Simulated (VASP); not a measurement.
# Na: single point with PBE

The system is Na.

```
Na
1.0
    -2.09577    2.09577    2.09577
     2.09577   -2.09577    2.09577
     2.09577    2.09577   -2.09577
Na
1
Direct
  0.00000 0.00000 0.00000
```

* Program: VASP 6.6.1
* Task: single point
* Functional: PBE
* Potentials or basis: VASP PAW PBE potentials, release 64 (Na_pv)
* Cutoff: 520 eV
* k mesh: 7 × 7 × 7
* Occupations: fermi-dirac, width 0.02 eV
* Spin: no spin polarisation
* Dipole correction: no
* Further INCAR settings: ALGO = Normal; EDIFF = 1e-07; NBANDS = 10

* Pressure: 0.0 GPa

Levels at points of the mesh, in eV from the Fermi level:
```csv
k point,band 2,band 3,band 4,band 5,band 6,band 7
"(0.00, 0.00, 0.00)",-24.79,-24.79,-3.19,11.88,11.88,11.88
```

It took 2.7 s on 1 thread of Intel(R) Xeon(R) 6975P-C (Granite Rapids), with other jobs on the host, peak memory 0.14 GiB.
